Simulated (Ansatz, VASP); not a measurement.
MnNi2 in VASP and in Ansatz

```
Mn Ni
1.0
     4.02746    0.00000    0.00000
    -2.01373    3.48788    0.00000
     0.00000    0.00000    2.59087
Mn Ni
1 2
Direct
  0.00000 0.00000 0.00000
  0.33333 0.66667 0.50000
  0.66667 0.33333 0.50000
```

Alike in both runs: functional PBE; k mesh 6 × 6 × 6; occupations gaussian, width 0.1 eV; collinear spin.

Ansatz relaxed the structure, and its values are those at the end. VASP's run is a single point on that final structure, the one shown.

```csv
,VASP,Ansatz
version,VASP 6.6.1,Ansatz 0.2.0
potentials or method,"VASP PAW PBE potentials, release 64 (Mn_pv, Ni), cutoff 520 eV","scalar-relativistic, plane waves, PAW"
valence electrons in the cell,33,51
```

|  | VASP | Ansatz | Ansatz less VASP |
| --- | --- | --- | --- |
| gap on the k mesh at the Fermi level (eV) | none | none | - |
| pressure (GPa) | 0.0 | 0.0 | +0.02 |
| net moment per atom (μB) | 1.62 | 1.63 | +0.006 |
| size of the moment on the site where the two differ most (μB) | 0.62 | 0.69 | +0.064 |

Site moments also hang on the region over which each program counts them. A gap of «none» marks a metal or a gap that the smearing closes. With one functional, cell and mesh, what is left measures potentials, basis and numerics. VASP's potentials hold 33 valence electrons a cell and Ansatz's 51, so a difference there can come from the potentials and not from the codes.

The k mesh is coarse, so the values compare programs but aren't converged.
